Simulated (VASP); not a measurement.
**KTaO3: single point with PBE**

Crystal: KTaO3.

```
K Ta O
1.0
     3.98389    0.00000    0.00000
     0.00000    3.98389    0.00000
     0.00000    0.00000    3.98389
K Ta O
1 1 3
Direct
  0.50000 0.50000 0.50000
  0.00000 0.00000 0.00000
  0.50000 0.00000 0.00000
  0.00000 0.50000 0.00000
  0.00000 0.00000 0.50000
```

This cell differs from its parent crystal: volume scaled by 0.97.

| Quantity | Value |
| --- | --- |
| Program | VASP 6.6.1 |
| Task | single point |
| Functional | PBE |
| Potentials or basis | VASP PAW PBE potentials, release 64 (K_sv, Ta_pv, O) |
| Cutoff | 520 eV |
| k mesh | 8 × 8 × 8 |
| Occupations | gaussian, width 0.02 eV |
| Spin | no spin polarisation |
| Dipole correction | no |
| Further INCAR settings | ALGO = Normal; EDIFF = 1e-06; NBANDS = 27 |

- Pressure: 6.8 GPa
- Band gap on the k mesh: 2.18 eV, indirect (least direct gap 2.80 eV)

Levels at points of the mesh, in eV from the valence-band top:
```csv
k point,band 15,band 16,band 17,band 18,band 19,band 20,band 21,band 22,band 23,band 24
"(0.00, 0.00, 0.00)",-1.06,-1.06,-0.62,-0.62,-0.62,2.18,2.18,2.18,6.65,6.80
"(0.50, 0.00, 0.00)",-2.32,-2.14,-1.52,-0.85,-0.85,2.34,5.04,5.04,6.84,8.53
"(0.50, 0.50, 0.00)",-2.84,-1.64,-1.44,-1.44,-0.04,5.08,5.08,6.37,7.71,10.11
"(0.50, 0.50, 0.50)",-3.92,-3.92,0.00,0.00,0.00,6.51,6.51,6.51,8.92,8.92
```

It took 44 s on 1 thread of Intel(R) Xeon(R) Platinum 8488C (Sapphire Rapids), on a shared host, peak memory 0.2 GiB.

Caveat: spin-orbit coupling is left out, which moves the levels of the heavy elements. A k mesh can miss the band edges.
